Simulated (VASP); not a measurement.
Set up this calculation in VASP 6.6.1, as the native input.

```yaml
Task: single point
Functional: r2SCAN
Potentials_or_basis: VASP PAW PBE potentials, release 64 (Ba_sv, Ti_sv, O)
Cutoff: 520 eV
k_mesh: 6 × 6 × 6
Occupations: methfessel-paxton, width 0.01 eV
Spin: no spin polarisation
Hubbard_terms: Ti d U = 1.5 eV
Dipole_correction: no
Further_INCAR_settings: ALGO = Normal; EDIFF = 1e-06; NBANDS = 28
```

Crystal: BaTiO3.

```
CELL_PARAMETERS angstrom
3.98550 0.00000 0.00000
0.00000 2.83690 2.84515
0.00000 -2.83690 2.84515
ATOMIC_POSITIONS crystal
Ba 0.00000 0.00000 0.00000
Ti 0.50000 0.51240 0.51240
O 0.00000 0.48740 0.48740
O 0.50000 0.50524 0.99184
O 0.50000 0.99184 0.50524
```

One way to write it, as run:

POSCAR

```
BaTiO3
1.0
    3.9855000000      0.0000000000      0.0000000000
    0.0000000000      2.8369000000      2.8451500000
    0.0000000000     -2.8369000000      2.8451500000
Ba Ti O
1 1 3
Direct
    0.0000000000      0.0000000000      0.0000000000
    0.5000000000      0.5124000000      0.5124000000
    0.0000000000      0.4874000000      0.4874000000
    0.5000000000      0.5052400000      0.9918400000
    0.5000000000      0.9918400000      0.5052400000
```

INCAR.step1

```
PREC = Accurate
ENCUT = 520
ISMEAR = 1
SIGMA = 0.01
LREAL = F
LASPH = T
NELM = 150
LMAXMIX = 4
LDAU = T
LDAUTYPE = 2
LDAUL = -1 2 -1
LDAUU = 0 1.5 0
LDAUJ = 0 0 0
NBANDS = 28
GGA = PE
ALGO = Normal
EDIFF = 1E-4
LWAVE = T
LCHARG = F
```

INCAR.step2

```
PREC = Accurate
ENCUT = 520
EDIFF = 1E-6
ISMEAR = 1
SIGMA = 0.01
LREAL = F
LASPH = T
NELM = 150
ALGO = Normal
ISIF = 2
LWAVE = F
LCHARG = F
LMAXMIX = 4
LDAU = T
LDAUTYPE = 2
LDAUL = -1 2 -1
LDAUU = 0 1.5 0
LDAUJ = 0 0 0
LDAUPRINT = 1
METAGGA = R2SCAN
LMIXTAU = T
NBANDS = 28
ISTART = 1
```

KPOINTS

```
Automatic mesh
0
Gamma
  6 6 6
```

Potentials or basis: VASP PAW PBE potentials, release 64 (Ba_sv, Ti_sv, O).

The run is started by

```bash
$ cat potpaw_PBE.64/Ba_sv/POTCAR potpaw_PBE.64/Ti_sv/POTCAR potpaw_PBE.64/O/POTCAR > POTCAR
$ cp INCAR.step1 INCAR
$ mpirun -np 1 vasp_std > vasp.out
$ cp INCAR.step2 INCAR
$ mpirun -np 1 vasp_std > vasp.out
```

It gave:

```json
{
  "Pressure": "2.3 GPa",
  "Largest force": "0.275 eV/Å",
  "Band gap on the k mesh": "2.42 eV (least direct gap 2.66 eV)"
}
```

Caveat: the PAW data sets were made with another functional, which shifts forces and pressure a little; spin-orbit coupling is left out, which moves the levels of the heavy elements.

Run time: 3.3 min on 1 thread of Intel(R) Xeon(R) Platinum 8488C (Sapphire Rapids) (shared host), peak memory 0.24 GiB.
